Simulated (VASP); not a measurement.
# Si4N (P-62m) in VASP: notebook

Si4N is run at these levels: PBE; tasks: single point, relaxation of cell and atoms.

Program: VASP 6.6.1. These are calculated values, not measurements. Logs are shortened: lines on timing, memory, paths and dates and some standing lists are left out, and cuts for length are marked.

## 1. The cell of the first run

Symmetry: P-62m, No. 189, hexagonal system. Conventional cell: a = 4.816 Å, b = 4.816 Å, c = 3.444 Å, α = 90.00°, β = 90.00°, γ = 120.00°. Within 2.4 Å of Si (site symmetry m2m) lie 1 Si at 1.82 Å. Si (site symmetry -62m) has 2 N at 1.72 Å and 3 Si at 1.82 Å within 2.3 Å. N (site symmetry -62m) has 2 Si at 1.72 Å within 2.3 Å.

## 2. Single point, PBE

INCAR reads:

```
PREC = Accurate ; ENCUT = 520
EDIFF = 1E-6 ; ISMEAR = 0
SIGMA = 0.1 ; LREAL = False
LASPH = True ; NELM = 60
ALGO = Normal ; ISIF = 2
LWAVE = False ; LCHARG = False
GGA = PE ; NBANDS = 18
```

KPOINTS reads:

```
Automatic mesh
0
Gamma
  6 6 6
```

POSCAR reads:

```
Si4N
1.0
    4.8161336900      0.0000000000      0.0000000000
   -2.4080668500      4.1708941300      0.0000000000
    0.0000000000      0.0000000000      3.4441356200
Si N
4 1
Direct
    0.3770434300      0.0000000000      0.0000000000
    0.0000000000      0.3770434300      0.0000000000
    0.6229565700      0.6229565700      0.0000000000
    0.0000000000      0.0000000000      0.0000000000
    0.0000000000      0.0000000000      0.5000000000
```

Potentials or basis: VASP PAW PBE potentials, release 64 (Si, N).

Run with:

```
$ cat potpaw_PBE.64/Si/POTCAR potpaw_PBE.64/N/POTCAR > POTCAR
$ mpirun -np 1 vasp_std > vasp.out
```

OUTCAR:

```text
PREC = Accurate
   ENCUT = 520
   EDIFF = 1E-6
   ISMEAR = 0
   LREAL = False
   LASPH = True
   NELM = 60
   ISIF = 2
   GGA = PE

 ion  position               nearest neighbor table
   1  0.377  0.000  0.000-   4 1.82   2 2.62   3 2.62   2 2.62   3 2.62   4 3.00   3 3.15   2 3.15

   2  0.000  0.377  0.000-   4 1.82   3 2.62   1 2.62   3 2.62   1 2.62   4 3.00   1 3.15   3 3.15

   3  0.623  0.623  0.000-   4 1.82   2 2.62   2 2.62   1 2.62   1 2.62   4 3.00   1 3.15   2 3.15

   4  0.000  0.000  0.000-   5 1.72   5 1.72   1 1.82   3 1.82   2 1.82   1 3.00   3 3.00   2 3.00

   5  0.000  0.000  0.500-   4 1.72   4 1.72

  LATTYP: Found a hexagonal cell.
 ALAT       =     4.8161336900
 C/A-ratio  =     0.7151245878

  Lattice vectors:

 A1 = (   4.8161336900,   0.0000000000,   0.0000000000)
 A2 = (  -2.4080668500,   4.1708941300,   0.0000000000)
 A3 = (   0.0000000000,   0.0000000000,   3.4441356200)

Analysis of symmetry for initial positions (statically):
=====================================================================
 Subroutine PRICEL returns:
 Original cell was already a primitive cell.

 Routine SETGRP: Setting up the symmetry group for a
 hexagonal supercell.

 Subroutine GETGRP returns: Found 12 space group operations
 (whereof 12 operations were pure point group operations)
 out of a pool of 24 trial point group operations.

The static configuration has the point symmetry D_3h.

Analysis of symmetry for dynamics (positions and initial velocities):
=====================================================================
 Subroutine PRICEL returns:
 Original cell was already a primitive cell.

 Routine SETGRP: Setting up the symmetry group for a
 hexagonal supercell.

 Subroutine GETGRP returns: Found 12 space group operations
 (whereof 12 operations were pure point group operations)
 out of a pool of 24 trial point group operations.

The dynamic configuration has the point symmetry D_3h.

 Subroutine INISYM returns: Found 12 space group operations
 (whereof 12 operations are pure point group operations),
 and found     1 'primitive' translations

----------------------------------------------------------------------------------------

                                     Primitive cell

  volume of cell :      69.1844

  direct lattice vectors                    reciprocal lattice vectors
     4.816133690  0.000000000  0.000000000     0.207635432  0.119878373  0.000000000
    -2.408066850  4.170894130  0.000000000     0.000000000  0.239756745  0.000000000
     0.000000000  0.000000000  3.444135620     0.000000000  0.000000000  0.290348613

  length of vectors
     4.816133690  4.816133698  3.444135620     0.239756745  0.239756745  0.290348613

  position of ions in fractional coordinates (direct lattice)
     0.377043430  0.000000000  0.000000000
     1.000000000  0.377043430  0.000000000
     0.622956570  0.622956570  0.000000000
     0.000000000  0.000000000  0.000000000
     0.000000000  0.000000000  0.500000000

  ion indices of the primitive-cell ions
   primitive index   ion index
                 1           1
                 2           2
                 3           3
                 4           4
                 5           5

----------------------------------------------------------------------------------------

 KPOINTS: Automatic mesh

Automatic generation of k-mesh.
 Grid dimensions read from file:
 generate k-points for:    6    6    6

 Generating k-lattice:

  Cartesian coordinates                     Fractional coordinates (reciprocal lattice)
     0.034605905  0.019979729  0.000000000     0.166666667 -0.000000000  0.000000000
     0.000000000  0.039959457  0.000000000     0.000000000  0.166666667  0.000000000
     0.000000000  0.000000000  0.048391435     0.000000000  0.000000000  0.166666667

  Length of vectors
     0.039959458  0.039959457  0.048391435

  Shift w.r.t. Gamma in fractional coordinates (k-lattice)
     0.000000000  0.000000000  0.000000000

 Subroutine IBZKPT returns following result:
 ===========================================

 Found     28 irreducible k-points:

 Following reciprocal coordinates:
            Coordinates               Weight
  0.000000  0.000000  0.000000      1.000000
  0.166667  0.000000  0.000000      6.000000
  0.333333  0.000000  0.000000      6.000000
  0.500000  0.000000  0.000000      3.000000
  0.166667  0.166667  0.000000      6.000000
  0.333333  0.166667  0.000000     12.000000
[... 16 lines left out ...]
  0.166667  0.000000  0.500000      6.000000
  0.333333  0.000000  0.500000      6.000000
 [... further k-points ...]
   k-points           NKPTS =     28   k-points in BZ     NKDIM =     28   number of bands    NBANDS=     18
   number of dos      NEDOS =    301   number of ions     NIONS =      5
   total plane-waves  NPLWV =  36288
   dimension x,y,z NGX =    36 NGY =   36 NGZ =   28
   dimension x,y,z NGXF=    72 NGYF=   72 NGZF=   56
   ions per type =               4   1
   NGX,Y,Z   is equivalent  to a cutoff of  12.43, 12.43, 13.52 a.u.
   NGXF,Y,Z  is equivalent  to a cutoff of  24.85, 24.85, 27.03 a.u.
 SYSTEM =  unknown system
   PREC   = accura    normal or accurate (medium, high low for compatibility)
   ISTART =      0    job   : 0-new  1-cont  2-samecut
   ICHARG =      2    charge: 1-file 2-atom 10-const
   ISPIN  =      1    spin polarized calculation?
   LNONCOLLINEAR =      F non collinear calculations
   LSORBIT =      F    spin-orbit coupling
   LASPH  =      T    aspherical Exc in radial PAW
   ENCUT  =  520.0 eV  38.22 Ry    6.18 a.u.   8.95  8.95  6.40*2*pi/ulx,y,z
   NELM   =     60;   NELMIN=  2; NELMDL= -5     # of ELM steps
   EDIFF  = 0.1E-05   stopping-criterion for ELM
   LREAL  =      F    real-space projection
   EDIFFG = 0.1E-04   stopping-criterion for IOM
   NSW    =      0    number of steps for IOM
   IBRION =     -1    ionic relax: 0-MD 1-quasi-New 2-CG
   NFREE  =      0    steps in history (QN), initial steepest desc. (CG)
   ISIF   =      2    stress and relaxation
   ISYM   =      2    0-nonsym 1-usesym 2-fastsym
   POTIM  = 0.5000    time-step for ionic-motion
   TEBEG  =    0.0;   TEEND  =   0.0 temperature during run
   PSTRESS=    0.0 pullay stress
   NELECT =      21.0000    total number of electrons
   NUPDOWN=      -1.0000    fix difference up-down
   EMIN   =  10.00;   EMAX   =-10.00  energy-range for DOS
   EFERMI =   0.00;   METHOD = LEGACY
   ISMEAR =     0;   SIGMA  =   0.10  broadening in eV -4-tet -1-fermi 0-gaus
   EFERMI_NEDOS =   21; number of points for ismear=-14 and -15
   IALGO  =     38    algorithm
   IMIX   =      4    mixing-type and parameters
     AMIX     =   0.40;   BMIX     =  1.00
     AMIX_MAG =   1.60;   BMIX_MAG =  1.00
  volume/ion in A,a.u.               =      13.84        93.38
  Fermi-wavevector in a.u.,A,eV,Ry     =   1.100218  2.079110 16.469565  1.210479
  Thomas-Fermi vector in A             =   2.236625
   LORBIT       =      0    0 simple, 1 ext, 2 COOP (PROOUT), +10 PAW based schemes
   GGA     = PE    functional components
   LHFCALC =     F    Hartree Fock is set to
   AEXX    =    0.0000 exact exchange contribution
   IVDW    =     0    specifies the selected vdW correction
   LEPSILON=     F    determine dielectric tensor
   LRPA    =     F    only Hartree local field effects (RPA)
 non-spin polarized calculation
 Gauss-broadening in eV      SIGMA  =   0.10
  energy-cutoff  :      520.00
  volume of cell :       69.18
 maximum number of plane-waves:      1885
 NGX is ok and might be reduce to    36
   NGX = 17   NGY = 17   NGZ = 13

 number of electron      21.0000000 magnetization

 Free energy of the ion-electron system (eV)
  ---------------------------------------------------
  ext. energy  EPLUGINS =         0.00000000
  ---------------------------------------------------
  free energy    TOTEN  =       -16.95605262 eV

  energy without entropy =      -16.93691174  energy(sigma->0) =      -16.94648218

 E-fermi :   8.4497     XC(G=0): -10.6140

 val. band max:        8.4078993879   @ k =   0.3333   0.1667   0.5000
 cond. band min:       8.4716035020   @ k =   0.1667   0.0000   0.0000
 fundamental gap:      0.0637041141
 Fermi energy:         8.4496642118

 k-point     1 :       0.0000    0.0000    0.0000
  band No.  band energies     occupation
      1      -9.3211      2.00000
      2      -2.5177      2.00000
      3      -0.0640      2.00000
      4      -0.0640      2.00000
      5       0.5641      2.00000
      6       3.6931      2.00000
[... 10 lines left out ...]
     17      14.5122      0.00000
     18      15.9302      0.00000

 k-point     2 :       0.1667    0.0000    0.0000
  band No.  band energies     occupation
      1      -9.2646      2.00000
      2      -2.6988      2.00000
      3      -0.3041      2.00000
      4      -0.1226      2.00000
      5       0.5866      2.00000
      6       2.4947      2.00000
[... 10 lines left out ...]
     17      13.9754      0.00000
     18      15.4473      0.00000

 k-point     3 :       0.3333    0.0000    0.0000
  band No.  band energies     occupation
      1      -9.1450      2.00000
      2      -3.0295      2.00000
      3      -0.7459      2.00000
      4      -0.3833      2.00000
      5       0.6325      2.00000
      6       2.2200      2.00000
[... 10 lines left out ...]
     17      14.5044      0.00000
     18      15.9011      0.00000

 k-point     4 :       0.5000    0.0000    0.0000
  band No.  band energies     occupation
      1      -9.0815      2.00000
      2      -3.1871      2.00000
      3      -0.9594      2.00000
      4      -0.5243      2.00000
      5       0.6559      2.00000
      6       2.2681      2.00000
[... 375 lines left out ...]
      4       1.6964      2.00000
      5       1.6964      2.00000
      6       3.7420      2.00000
[... 10 lines left out ...]
     17      15.7112      0.00000
     18      16.3717      0.00000

 k-point    23 :       0.1667    0.0000    0.5000
  band No.  band energies     occupation
      1      -7.6361      2.00000
      2      -5.6139      2.00000
      3      -0.1195      2.00000
      4       1.3969      2.00000
      5       2.3913      2.00000
      6       3.1391      2.00000
[... 10 lines left out ...]
     17      14.5251      0.00000
     18      15.4067      0.00000

 k-point    24 :       0.3333    0.0000    0.5000
  band No.  band energies     occupation
      1      -7.6089      2.00000
      2      -5.2400      2.00000
      3      -1.3649      2.00000
      4       0.9596      2.00000
      5       1.9089      2.00000
      6       2.5601      2.00000
[... 10 lines left out ...]
     17      13.7358      0.00000
     18      15.4947      0.00000

 [... further k-points ...]

------------------------ aborting loop because EDIFF is reached ----------------------------------------

  FORCE on cell =-STRESS in cart. coord.  units (eV):
  Direction    XX          YY          ZZ          XY          YZ          ZX
  --------------------------------------------------------------------------------------
  -------------------------------------------------------------------------------------
  Total       39.2731160     39.2731161      4.9496644     -0.0000000     -0.0000000      0.0000000
  in kB      909.4901454    909.4901482    114.6247469     -0.0000011     -0.0000000      0.0000000
  external PRESSURE =     644.5350135 kB  Pullay stress =       0.0000000 kB

 VOLUME and BASIS-vectors are now :
 -----------------------------------------------------------------------------
  energy-cutoff  :      520.00
  volume of cell :       69.18
      direct lattice vectors                 reciprocal lattice vectors
     4.816133690  0.000000000  0.000000000     0.207635432  0.119878373  0.000000000
    -2.408066850  4.170894130  0.000000000     0.000000000  0.239756745  0.000000000
     0.000000000  0.000000000  3.444135620     0.000000000  0.000000000  0.290348613

 POSITION                                       TOTAL-FORCE (eV/Angst)
 -----------------------------------------------------------------------------------
      1.81589      0.00000      0.00000        14.092246      0.000000      0.000000
     -0.90795      1.57261      0.00000        -7.046123     12.204243     -0.000000
      1.50012      2.59829      0.00000        -7.046123    -12.204243      0.000000
      0.00000      0.00000      0.00000        -0.000000      0.000000      0.000000
      0.00000      0.00000      1.72207        -0.000000      0.000000      0.000000
 -----------------------------------------------------------------------------------
    total drift:                               -0.000000     -0.000000      0.000000

  FREE ENERGIE OF THE ION-ELECTRON SYSTEM (eV)
  ---------------------------------------------------
  free  energy   TOTEN  =       -16.9560526221 eV

  energy  without entropy=      -16.9369117354  energy(sigma->0) =      -16.94648218
```

It took 12 s on 1 thread of Intel Xeon 6975P-C (Granite Rapids), shared host; peak memory 0.18 GiB.

Results:

* Free energy: -16.9561 eV
* Pressure: 64.5 GPa
* Largest force: 14.092 eV/Å

Forces on the atoms (eV/Å):
```
Si   14.092   0.000   0.000
Si   -7.046  12.204   0.000
Si   -7.046 -12.204   0.000
Si    0.000   0.000   0.000
N     0.000   0.000   0.000
```

Caveat: forces of over 1 eV/Å act on the atoms, so gaps and moduli don't describe the material at rest.

## 3. Relaxation of cell and atoms, PBE

INCAR reads:

```
SYSTEM = Si4N
  PREC = Accurate
  ENCUT = 600
  EDIFF = 1E-6
  ISMEAR = 0
  SIGMA = 0.1
  LREAL = .FALSE.
  LASPH = .TRUE.
  NELM = 80
  ALGO = Normal
  ISIF = 3
  LWAVE = .FALSE.
  LCHARG = .FALSE.
  GGA = PE
  IBRION = 2
  NSW = 90
  EDIFFG = -0.04
```

KPOINTS reads:

```
Automatic mesh
0
G
  6 6 6
  0 0 0
```

POSCAR is that of step 2.

Potentials or basis: VASP PAW PBE potentials, release 64 (Si, N).

Run with:

```
$ cat potpaw_PBE.64/Si/POTCAR potpaw_PBE.64/N/POTCAR > POTCAR
$ mpirun -np 1 vasp_std > vasp.out
```

Wall time 2.2 min (1 thread of Intel Xeon 6975P-C (Granite Rapids), shared host); peak memory 0.21 GiB.

It converged, with:

```yaml
Free_energy: -26.2696 eV
Relaxed_volume: 15.52 Å³/atom
Relaxed_cell: a = 5.215 Å, b = 5.215 Å, c = 3.295 Å, α = 90.00°, β = 90.00°, γ = 120.00°
Space_group_after_relaxing_to_0.05_Å: P6/mmm (No. 191)
Energy_gained_by_relaxing: 1862.3 meV/atom
Ionic_steps: 17
Pressure_after_relaxing: 0.0 GPa
Largest_force_after_relaxing: 0.037 eV/Å
```

Forces on the atoms (eV/Å):
```
Si   0.037  0.000  0.000
Si  -0.018  0.032  0.000
Si  -0.018 -0.032  0.000
Si   0.000  0.000  0.000
N    0.000  0.000  0.000
```

Stress tensor (GPa, compression positive):
```
 0.10  0.00  0.00
 0.00  0.10  0.00
 0.00  0.00 -0.17
```

The path:
```csv
step,energy change (eV),largest force (eV/Å),pressure (GPa),volume (Å³)
1,0.0000,14.0915,64.44,69.18
2,-5.0076,0.0508,-15.51,137.82
3,-8.3800,0.2007,-11.28,95.95
4,-8.4839,0.3002,-10.26,93.94
5,-8.5958,1.1662,-3.41,85.68
6,-8.6352,0.7472,-6.55,88.66
7,-8.6363,0.8214,-5.97,88.05
8,-8.9432,0.9742,-0.68,81.54
9,-8.9664,1.0255,2.46,79.14
10,-9.1270,0.6882,2.15,78.26
11,-9.2578,0.1445,3.16,76.63
12,-9.2576,0.0320,-4.08,80.75
13,-9.3059,0.0845,-0.77,78.61
14,-9.3059,0.0856,-0.70,78.57
15,-9.3104,0.0665,-0.15,77.86
16,-9.3110,0.0559,0.15,77.50
17,-9.3116,0.0369,0.01,77.59
```

Final structure:
```xyz
5
Lattice="5.2148 0.0000 0.0000 -2.6074 4.5161 0.0000 0.0000 0.0000 3.2946" Properties=species:S:1:pos:R:3 pbc="T T T"
Si   -0.0086    4.5161    0.0000
Si   -1.2994    2.2506    0.0000
Si    1.3080    2.2655    0.0000
Si    0.0000    0.0000    0.0000
N     0.0000    0.0000    1.6473
```

Levels at points of the mesh, in eV from the Fermi level:
```tsv
k point	band 9	band 10	band 11	band 12	band 13	band 14
(0.00, 0.00, 0.00)	-1.11	0.63	0.63	1.75	5.18	5.73
(0.50, 0.00, 0.00)	-0.35	0.90	1.43	1.93	2.07	3.84
(0.00, 0.00, 0.50)	-3.88	-3.08	-3.08	0.29	0.29	2.73
(0.50, 0.00, 0.50)	-2.14	-0.50	0.46	0.61	1.05	1.26
```

## 4. Single point, PBE, collinear spin, ferromagnetic start

INCAR reads:

```
SYSTEM = Si4N
ALGO     = Normal         ! electronic algorithm
EDIFF    = 1E-6           ! SCF threshold, eV
ENCUT    = 520            ! plane-wave cutoff, eV
GGA      = PE             ! functional
ISIF     = 2              ! what is computed and relaxed
ISMEAR   = 0              ! smearing method
ISPIN    = 2              ! spin polarisation
LASPH    = .TRUE.         ! aspherical terms in the spheres
LCHARG   = .FALSE.        ! write CHGCAR
LORBIT   = 11             ! projections on sites
LREAL    = .FALSE.        ! projectors in reciprocal space
LWAVE    = .FALSE.        ! write WAVECAR
MAGMOM   = 0 0 0 0 1      ! initial moments
NBANDS   = 22             ! bands
NELM     = 150            ! most SCF steps
PREC     = Accurate       ! precision mode
SIGMA    = 0.1            ! smearing width, eV
```

KPOINTS reads:

```
k-points
0
G
  6 6 6
  0 0 0
```

POSCAR is that of step 3.

Run with:

```
$ cat potpaw_PBE.64/Si/POTCAR potpaw_PBE.64/N/POTCAR > POTCAR
$ mpirun -np 1 vasp_std > vasp.out
```

Wall time 29 s (1 thread of Intel Xeon 6975P-C (Granite Rapids), shared host); peak memory 0.23 GiB.

It converged, with:

- Free energy: -16.9561 eV
- Pressure: 64.5 GPa
- Largest force: 14.092 eV/Å
- Net moment: 0.00 μB per cell
- Valence electrons inside the program's atomic spheres: Si 1.78, 2.28; N 3.75

Forces in eV/Å, atoms in the order of the input:
```
Si   14.092   0.000   0.000
Si   -7.046  12.204   0.000
Si   -7.046 -12.204   0.000
Si    0.000   0.000   0.000
N     0.000   0.000   0.000
```

Stress tensor (GPa, compression positive):
```
90.98  0.00  0.00
 0.00 90.98  0.00
 0.00  0.00 11.45
```

Levels at points of the mesh, in eV from the Fermi level:
Spin up:
| k point | band 6 | band 7 | band 8 | band 9 | band 10 | band 11 | band 12 | band 13 | band 14 | band 15 |
| --- | --- | --- | --- | --- | --- | --- | --- | --- | --- | --- |
| (0.00, 0.00, 0.00) | -4.76 | -4.76 | -4.52 | -4.21 | 0.05 | 0.05 | 1.17 | 3.37 | 3.37 | 4.44 |
| (0.50, 0.00, 0.00) | -6.18 | -3.81 | -1.65 | -0.22 | 0.44 | 0.82 | 0.99 | 1.18 | 2.35 | 3.13 |
| (0.00, 0.00, 0.50) | -4.71 | -4.71 | -3.84 | -3.75 | -3.69 | -3.69 | 0.50 | 1.39 | 1.39 | 3.73 |
| (0.50, 0.00, 0.50) | -6.10 | -5.00 | -2.06 | -1.68 | -1.68 | 0.10 | 0.60 | 1.16 | 2.22 | 3.42 |
Spin down:
```tsv
k point	band 6	band 7	band 8	band 9	band 10	band 11	band 12	band 13	band 14	band 15
(0.00, 0.00, 0.00)	-4.76	-4.76	-4.52	-4.21	0.05	0.05	1.17	3.37	3.37	4.44
(0.50, 0.00, 0.00)	-6.18	-3.81	-1.65	-0.22	0.44	0.82	0.99	1.18	2.35	3.13
(0.00, 0.00, 0.50)	-4.71	-4.71	-3.84	-3.75	-3.69	-3.69	0.50	1.39	1.39	3.73
(0.50, 0.00, 0.50)	-6.10	-5.00	-2.06	-1.68	-1.68	0.10	0.60	1.16	2.22	3.43
```

Caveat: forces of over 1 eV/Å act on the atoms, so gaps and moduli don't describe the material at rest.

## 5. Overview

```csv
task,spin,cell,cutoff (eV),gap on the mesh (eV),pressure (GPa),largest force (eV/Å)
single point,off,as given,520,none,64.5,14.09
relaxation of cell and atoms,off,relaxed,600,none,0.0,0.04
single point,"collinear, ferromagnetic start",as given,520,none,64.5,14.09
```

Alike in all rows: level PBE; potentials or basis VASP PAW PBE potentials, release 64 (Si, N); k mesh 6 × 6 × 6; smearing gaussian 0.1 eV.

Caveats: forces of over 1 eV/Å act on the atoms, so gaps and moduli don't describe the material at rest (some runs).

Absolute energies hang on the potentials; compare differences alone.
